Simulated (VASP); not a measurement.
# Te (Pm-3m) in VASP: further runs

Runs on Te. Level: revPBE. Tasks: single point.

Program: VASP 6.6.1. These are calculated values, not measurements. Logs are shortened: lines on timing, memory, paths and dates and some standing lists are left out, and cuts for length are marked.

**1. The cell of the first run**

It takes space group Pm-3m (No. 221, cubic). Conventional cell: a = 3.088 Å, b = 3.088 Å, c = 3.088 Å, α = 90.00°, β = 90.00°, γ = 90.00°. Te (site symmetry m-3m) has 6 Te at 3.09 Å within 4.1 Å.

**2. Single point, revPBE (volume scaled by 0.88)**

The input, INCAR:

```
  ALGO = Normal
  EDIFF = 1E-6
  ENCUT = 520
  GGA = RE
  ISIF = 2
  ISMEAR = -1
  LASPH = True
  LCHARG = False
  LREAL = False
  LWAVE = False
  NBANDS = 9
  NELM = 60
  PREC = Accurate
  SIGMA = 0.1
```

The input, KPOINTS:

```
k-points
0
Gamma
  11 11 11
```

The input, POSCAR:

```
Te
1.0
    3.0876957073      0.0000000000      0.0000000000
    0.0000000000      3.0876957073      0.0000000000
    0.0000000000      0.0000000000      3.0876957073
Te
1
Direct
    0.0000000000      0.0000000000      0.0000000000
```

Potentials or basis: VASP PAW PBE potentials, release 64 (Te).

Started as:

```sh
> cat potpaw_PBE.64/Te/POTCAR > POTCAR
> mpirun -np 1 vasp_std > vasp.out
```

OUTCAR:

```text
EDIFF = 1E-6
   ENCUT = 520
   GGA = RE
   ISIF = 2
   ISMEAR = -1
   LASPH = True
   LREAL = False
   NELM = 60
   PREC = Accurate

 ion  position               nearest neighbor table
   1  0.000  0.000  0.000-

  LATTYP: Found a simple cubic cell.
 ALAT       =     3.0876957073

  Lattice vectors:

 A1 = (   3.0876957073,   0.0000000000,   0.0000000000)
 A2 = (   0.0000000000,   3.0876957073,   0.0000000000)
 A3 = (   0.0000000000,   0.0000000000,   3.0876957073)

Analysis of symmetry for initial positions (statically):
=====================================================================
 Subroutine PRICEL returns:
 Original cell was already a primitive cell.

 Routine SETGRP: Setting up the symmetry group for a
 simple cubic supercell.

 Subroutine GETGRP returns: Found 48 space group operations
 (whereof 48 operations were pure point group operations)
 out of a pool of 48 trial point group operations.

The static configuration has the point symmetry O_h .

Analysis of symmetry for dynamics (positions and initial velocities):
=====================================================================
 Subroutine PRICEL returns:
 Original cell was already a primitive cell.

 Routine SETGRP: Setting up the symmetry group for a
 simple cubic supercell.

 Subroutine GETGRP returns: Found 48 space group operations
 (whereof 48 operations were pure point group operations)
 out of a pool of 48 trial point group operations.

The dynamic configuration has the point symmetry O_h .

 Subroutine INISYM returns: Found 48 space group operations
 (whereof 48 operations are pure point group operations),
 and found     1 'primitive' translations

----------------------------------------------------------------------------------------

                                     Primitive cell

  volume of cell :      29.4377

  direct lattice vectors                    reciprocal lattice vectors
     3.087695707  0.000000000  0.000000000     0.323866111  0.000000000  0.000000000
     0.000000000  3.087695707  0.000000000     0.000000000  0.323866111  0.000000000
     0.000000000  0.000000000  3.087695707     0.000000000  0.000000000  0.323866111

  length of vectors
     3.087695707  3.087695707  3.087695707     0.323866111  0.323866111  0.323866111

  position of ions in fractional coordinates (direct lattice)
     0.000000000  0.000000000  0.000000000

  ion indices of the primitive-cell ions
   primitive index   ion index
                 1           1

----------------------------------------------------------------------------------------

 KPOINTS: k-points

Automatic generation of k-mesh.
 Grid dimensions read from file:
 generate k-points for:   11   11   11

 Generating k-lattice:

  Cartesian coordinates                     Fractional coordinates (reciprocal lattice)
     0.029442374  0.000000000  0.000000000     0.090909091  0.000000000  0.000000000
     0.000000000  0.029442374  0.000000000     0.000000000  0.090909091  0.000000000
     0.000000000  0.000000000  0.029442374     0.000000000  0.000000000  0.090909091

  Length of vectors
     0.029442374  0.029442374  0.029442374

  Shift w.r.t. Gamma in fractional coordinates (k-lattice)
     0.000000000  0.000000000  0.000000000

 Subroutine IBZKPT returns following result:
 ===========================================

 Found     56 irreducible k-points:

 Following reciprocal coordinates:
            Coordinates               Weight
  0.000000  0.000000  0.000000      1.000000
  0.090909  0.000000  0.000000      6.000000
  0.181818  0.000000  0.000000      6.000000
  0.272727  0.000000  0.000000      6.000000
  0.363636  0.000000  0.000000      6.000000
  0.454545  0.000000  0.000000      6.000000
[... 16 lines left out ...]
  0.181818  0.090909  0.090909     24.000000
  0.272727  0.090909  0.090909     24.000000
 [... further k-points ...]
   k-points           NKPTS =     56   k-points in BZ     NKDIM =     56   number of bands    NBANDS=      9
   number of dos      NEDOS =    301   number of ions     NIONS =      1
   total plane-waves  NPLWV =  13824
   dimension x,y,z NGX =    24 NGY =   24 NGZ =   24
   dimension x,y,z NGXF=    48 NGYF=   48 NGZF=   48
   ions per type =               1
   NGX,Y,Z   is equivalent  to a cutoff of  12.92, 12.92, 12.92 a.u.
   NGXF,Y,Z  is equivalent  to a cutoff of  25.84, 25.84, 25.84 a.u.
 SYSTEM =  unknown system
   PREC   = accura    normal or accurate (medium, high low for compatibility)
   ISTART =      0    job   : 0-new  1-cont  2-samecut
   ICHARG =      2    charge: 1-file 2-atom 10-const
   ISPIN  =      1    spin polarized calculation?
   LNONCOLLINEAR =      F non collinear calculations
   LSORBIT =      F    spin-orbit coupling
   LASPH  =      T    aspherical Exc in radial PAW
   ENCUT  =  520.0 eV  38.22 Ry    6.18 a.u.   5.74  5.74  5.74*2*pi/ulx,y,z
   NELM   =     60;   NELMIN=  2; NELMDL= -5     # of ELM steps
   EDIFF  = 0.1E-05   stopping-criterion for ELM
   LREAL  =      F    real-space projection
   EDIFFG = 0.1E-04   stopping-criterion for IOM
   NSW    =      0    number of steps for IOM
   IBRION =     -1    ionic relax: 0-MD 1-quasi-New 2-CG
   NFREE  =      0    steps in history (QN), initial steepest desc. (CG)
   ISIF   =      2    stress and relaxation
   ISYM   =      2    0-nonsym 1-usesym 2-fastsym
   POTIM  = 0.5000    time-step for ionic-motion
   TEBEG  =    0.0;   TEEND  =   0.0 temperature during run
   PSTRESS=    0.0 pullay stress
   NELECT =       6.0000    total number of electrons
   NUPDOWN=      -1.0000    fix difference up-down
   EMIN   =  10.00;   EMAX   =-10.00  energy-range for DOS
   EFERMI =   0.00;   METHOD = LEGACY
   ISMEAR =    -1;   SIGMA  =   0.10  broadening in eV -4-tet -1-fermi 0-gaus
   EFERMI_NEDOS =   21; number of points for ismear=-14 and -15
   IALGO  =     38    algorithm
   IMIX   =      4    mixing-type and parameters
     AMIX     =   0.40;   BMIX     =  1.00
     AMIX_MAG =   1.60;   BMIX_MAG =  1.00
  volume/ion in A,a.u.               =      29.44       198.66
  Fermi-wavevector in a.u.,A,eV,Ry     =   0.963439  1.820635 12.629120  0.928214
  Thomas-Fermi vector in A             =   2.092984
   LORBIT       =      0    0 simple, 1 ext, 2 COOP (PROOUT), +10 PAW based schemes
   GGA     = RE    functional components
   LHFCALC =     F    Hartree Fock is set to
   AEXX    =    0.0000 exact exchange contribution
   IVDW    =     0    specifies the selected vdW correction
   LEPSILON=     F    determine dielectric tensor
   LRPA    =     F    only Hartree local field effects (RPA)
 non-spin polarized calculation
  energy-cutoff  :      520.00
  volume of cell :       29.44
 maximum number of plane-waves:       812
 NGX is ok and might be reduce to    24
   NGX = 11   NGY = 11   NGZ = 11

 number of electron       5.9999999 magnetization

 Free energy of the ion-electron system (eV)
  ---------------------------------------------------
  ext. energy  EPLUGINS =         0.00000000
  ---------------------------------------------------
  free energy    TOTEN  =        -2.69683937 eV

  energy without entropy =       -2.68037997  energy(sigma->0) =       -2.68860967

 E-fermi :   7.9672     XC(G=0):  -9.6790

 val. band max:        7.8939046612   @ k =   0.4545   0.1818   0.1818
 cond. band min:       7.9901167792   @ k =   0.3636   0.1818   0.1818
 fundamental gap:      0.0962121180
 Fermi energy:         7.9671657981

 k-point     1 :       0.0000    0.0000    0.0000
  band No.  band energies     occupation
      1      -6.4977      2.00000
      2       9.2634      0.00000
      3       9.2634      0.00000
      4       9.2634      0.00000
      5      13.8395      0.00000
      6      13.8395      0.00000
      7      14.9772      0.00000
      8      26.1086      0.00000
      9      26.1088      0.00000

 k-point     2 :       0.0909    0.0000    0.0000
  band No.  band energies     occupation
      1      -6.3869      2.00000
      2       8.0479      0.61699
      3       9.3659      0.00000
      4       9.3659      0.00000
      5      13.9358      0.00000
      6      14.4950      0.00000
      7      15.8449      0.00000
      8      24.3938      0.00000
      9      24.3938      0.00000

 k-point     3 :       0.1818    0.0000    0.0000
  band No.  band energies     occupation
      1      -6.0630      2.00000
      2       5.9486      2.00000
      3       9.6581      0.00000
      4       9.6581      0.00000
      5      14.2201      0.00000
      6      14.9751      0.00000
      7      18.3534      0.00000
      8      22.5110      0.00000
      9      22.5110      0.00000

 k-point     4 :       0.2727    0.0000    0.0000
  band No.  band energies     occupation
      1      -5.5597      2.00000
      2       3.9347      2.00000
      3      10.0881      0.00000
      4      10.0881      0.00000
      5      14.6735      0.00000
      6      15.5545      0.00000
      7      20.7431      0.00000
      8      20.8534      0.00000
      9      20.8534      0.00000
[... 205 lines left out ...]
 k-point    22 :       0.0909    0.0909    0.0909
  band No.  band energies     occupation
      1      -6.1651      2.00000
      2       8.1920      0.19100
      3       8.1920      0.19100
      4       8.3935      0.02777
      5      15.4991      0.00000
      6      15.4991      0.00000
      7      16.4393      0.00000
      8      22.7141      0.00000
      9      22.7141      0.00000

 k-point    23 :       0.1818    0.0909    0.0909
  band No.  band energies     occupation
      1      -5.8409      2.00000
      2       6.1563      2.00000
      3       8.4853      0.01117
      4       8.6431      0.00232
      5      15.7735      0.00000
      6      16.3076      0.00000
      7      18.3606      0.00000
      8      20.7334      0.00000
      9      21.2914      0.00000

 k-point    24 :       0.2727    0.0909    0.0909
  band No.  band energies     occupation
      1      -5.3369      2.00000
      2       4.1452      2.00000
      3       8.9217      0.00014
      4       9.1071      0.00002
      5      16.1962      0.00000
      6      16.5961      0.00000
      7      19.0099      0.00000
      8      19.0825      0.00000
      9      21.9600      0.00000

 [... further k-points ...]

------------------------ aborting loop because EDIFF is reached ----------------------------------------

  FORCE on cell =-STRESS in cart. coord.  units (eV):
  Direction    XX          YY          ZZ          XY          YZ          ZX
  --------------------------------------------------------------------------------------
  -------------------------------------------------------------------------------------
  Total        1.4739801      1.4739801      1.4739801     -0.0000000     -0.0000000      0.0000000
  in kB       80.2229652     80.2229652     80.2229652     -0.0000000     -0.0000000      0.0000000
  external PRESSURE =      80.2229652 kB  Pullay stress =       0.0000000 kB

 VOLUME and BASIS-vectors are now :
 -----------------------------------------------------------------------------
  energy-cutoff  :      520.00
  volume of cell :       29.44
      direct lattice vectors                 reciprocal lattice vectors
     3.087695707  0.000000000  0.000000000     0.323866111  0.000000000  0.000000000
     0.000000000  3.087695707  0.000000000     0.000000000  0.323866111  0.000000000
     0.000000000  0.000000000  3.087695707     0.000000000  0.000000000  0.323866111

 POSITION                                       TOTAL-FORCE (eV/Angst)
 -----------------------------------------------------------------------------------
      0.00000      0.00000      0.00000         0.000000      0.000000      0.000000
 -----------------------------------------------------------------------------------
    total drift:                                0.000000      0.000000      0.000000

  FREE ENERGIE OF THE ION-ELECTRON SYSTEM (eV)
  ---------------------------------------------------
  free  energy   TOTEN  =        -2.6968393687 eV

  energy  without entropy=       -2.6803799727  energy(sigma->0) =       -2.68860967
```

Wall time 7.4 s (1 thread of Intel Xeon Platinum 8259CL at 2.50GHz (Skylake/Cascade Lake), shared host); peak memory 0.14 GiB.

What came out:

* Free energy: -2.6968 eV
* Pressure: 8.0 GPa
* Band gap on the k mesh: zero (band 3 reaches 10.87 eV, above the bottom of band 4 at 4.74 eV)

Levels at points of the mesh, in eV from the Fermi level:
```tsv
k point	band 1	band 2	band 3	band 4	band 5	band 6
(0.00, 0.00, 0.00)	-14.46	1.30	1.30	1.30	5.87	5.87
```

Caveat: the cell differs from its parent crystal (volume scaled by 0.88); the PAW data sets were made with another functional, which shifts forces and pressure a little; spin-orbit coupling is left out, which moves the levels of the heavy elements.

**3. Single point, revPBE (volume scaled by 0.92)**

The input, INCAR:

```
SYSTEM = Te
PREC     = Accurate       ! precision mode
ENCUT    = 520            ! plane-wave cutoff, eV
EDIFF    = 1E-6           ! SCF threshold, eV
ISMEAR   = -1             ! smearing method
SIGMA    = 0.1            ! smearing width, eV
LREAL    = .False.        ! projectors in reciprocal space
LASPH    = .True.         ! aspherical terms in the spheres
NELM     = 100            ! most SCF steps
ALGO     = Normal         ! electronic algorithm
ISIF     = 2              ! what is computed and relaxed
LWAVE    = .False.        ! write WAVECAR
LCHARG   = .True.         ! write CHGCAR
GGA      = RE             ! functional
LELF     = .True.         ! ELF
LVHAR    = .True.       
NBANDS   = 9              ! bands
```

The input, KPOINTS:

```
Automatic mesh
0
Gamma
  11 11 11
  0 0 0
```

The input, POSCAR:

```
Te
1.0
    3.1337875132      0.0000000000      0.0000000000
    0.0000000000      3.1337875132      0.0000000000
    0.0000000000      0.0000000000      3.1337875132
Te
1
Direct
    0.0000000000      0.0000000000      0.0000000000
```

Potentials or basis: VASP PAW PBE potentials, release 64 (Te).

Started as:

```sh
> cat potpaw_PBE.64/Te/POTCAR > POTCAR
> mpirun -np 1 vasp_std > vasp.out
```

Wall time 7.5 s (1 thread of Intel Xeon Platinum 8259CL at 2.50GHz (Skylake/Cascade Lake), shared host); peak memory 0.14 GiB.

Results (log left out):

```
Free energy            : -2.7492 eV
Pressure               : 4.7 GPa
Band gap on the k mesh : zero (band 3 reaches 10.06 eV, above the bottom of band 4 at 4.25 eV)
```

Levels at points of the mesh, in eV from the Fermi level:
| k point | band 1 | band 2 | band 3 | band 4 | band 5 | band 6 | band 7 | band 8 |
| --- | --- | --- | --- | --- | --- | --- | --- | --- |
| (0.00, 0.00, 0.00) | -14.08 | 1.25 | 1.25 | 1.25 | 5.94 | 5.94 | 6.83 | 17.82 |

Caveat: the cell differs from its parent crystal (volume scaled by 0.92); the PAW data sets were made with another functional, which shifts forces and pressure a little; spin-orbit coupling is left out, which moves the levels of the heavy elements.

**4. Single point, revPBE (volume scaled by 0.96)**

The input, INCAR:

```
SYSTEM = Te
ALGO = Normal ; EDIFF = 1E-6
ENCUT = 520 ; GGA = RE
ISIF = 2 ; ISMEAR = -1
LASPH = .True. ; LCHARG = .False.
LREAL = .False. ; LWAVE = .False.
NBANDS = 9 ; NELM = 60
PREC = Accurate ; SIGMA = 0.1
```

The input, KPOINTS:

```
k-points
0
Gamma
  11 11 11
  0 0 0
```

The input, POSCAR:

```
Te
1.0
    3.1785619555      0.0000000000      0.0000000000
    0.0000000000      3.1785619555      0.0000000000
    0.0000000000      0.0000000000      3.1785619555
Te
1
Direct
    0.0000000000      0.0000000000      0.0000000000
```

Started as:

```sh
> cat potpaw_PBE.64/Te/POTCAR > POTCAR
> mpirun -np 1 vasp_std > vasp.out
```

Run time: 7.4 s. Hardware: 1 thread of Intel Xeon Platinum 8259CL at 2.50GHz (Skylake/Cascade Lake), shared host; peak memory 0.14 GiB.

Results (log left out):

```yaml
Free_energy: -2.7765 eV
Pressure: 2.0 GPa
Band_gap_on_the_k_mesh: zero (band 3 reaches 9.32 eV, above the bottom of band 4 at 3.81 eV)
```

Levels at points of the mesh, in eV from the Fermi level:
```tsv
k point	band 1	band 2	band 3	band 4	band 5	band 6
(0.00, 0.00, 0.00)	-13.74	1.21	1.21	1.21	6.00	6.00
```

Caveat: the cell differs from its parent crystal (volume scaled by 0.96); the PAW data sets were made with another functional, which shifts forces and pressure a little; spin-orbit coupling is left out, which moves the levels of the heavy elements.

**5. Single point, revPBE**

This run uses another cell than the first one, of 33.45 Å³/atom, 1.136 times its volume.

The input, INCAR:

```
SYSTEM = Te
  PREC = Accurate
  ENCUT = 520
  EDIFF = 1E-7
  ISMEAR = -1
  SIGMA = 0.1
  LREAL = .FALSE.
  LASPH = .TRUE.
  NELM = 80
  ALGO = Normal
  ISIF = 2
  LWAVE = .FALSE.
  LCHARG = .TRUE.
  GGA = RE
  LELF = .TRUE.
  LVHAR = .TRUE.
  NBANDS = 9
```

The input, KPOINTS:

```
Automatic mesh
0
G
  10 10 10
  0 0 0
```

The input, POSCAR:

```
Te
1.0
    3.2221093115      0.0000000000      0.0000000000
    0.0000000000      3.2221093115      0.0000000000
    0.0000000000      0.0000000000      3.2221093115
Te
1
Direct
    0.0000000000      0.0000000000      0.0000000000
```

Started as:

```sh
> cat potpaw_PBE.64/Te/POTCAR > POTCAR
> mpirun -np 1 vasp_std > vasp.out
```

Wall time 8.7 s (1 thread of Intel Xeon Platinum 8259CL at 2.50GHz (Skylake/Cascade Lake), shared host); peak memory 0.14 GiB.

It converged, with:

| Item | Value |
| --- | --- |
| Free energy | -2.7864 eV |
| Pressure | -0.1 GPa |
| Band gap on the k mesh | zero (band 3 reaches 8.68 eV, above the bottom of band 4 at 3.32 eV) |

Levels at points of the mesh, in eV from the Fermi level:
| k point | band 1 | band 2 | band 3 | band 4 | band 5 | band 6 |
| --- | --- | --- | --- | --- | --- | --- |
| (0.00, 0.00, 0.00) | -13.46 | 1.12 | 1.12 | 1.12 | 6.02 | 6.02 |
| (0.50, 0.00, 0.00) | -11.82 | -5.81 | 2.42 | 2.42 | 7.74 | 9.27 |
| (0.50, 0.50, 0.00) | -10.14 | -4.31 | -4.31 | 2.31 | 3.67 | 10.64 |
| (0.50, 0.50, 0.50) | -8.37 | -2.93 | -2.93 | -2.93 | 4.51 | 4.51 |

Caveat: the PAW data sets were made with another functional, which shifts forces and pressure a little; spin-orbit coupling is left out, which moves the levels of the heavy elements.

**6. Summary**

| cell | k mesh | gap on the mesh (eV) | pressure (GPa) |
| --- | --- | --- | --- |
| a = 3.088 Å, 1 atom | 11 × 11 × 11 | none | 8.0 |
| a = 3.134 Å, 1 atom | 11 × 11 × 11 | none | 4.7 |
| a = 3.179 Å, 1 atom | 11 × 11 × 11 | none | 2.0 |
| a = 3.222 Å, 1 atom | 10 × 10 × 10 | none | -0.1 |

Alike in all rows: task single point; level revPBE; potentials or basis VASP PAW PBE potentials, release 64 (Te); no spin polarisation; cutoff (eV) 520; smearing fermi-dirac 0.1 eV.

Caveats: the PAW data sets were made with another functional, which shifts forces and pressure a little; spin-orbit coupling is left out, which moves the levels of the heavy elements.

Absolute energies hang on the potentials; compare differences alone.
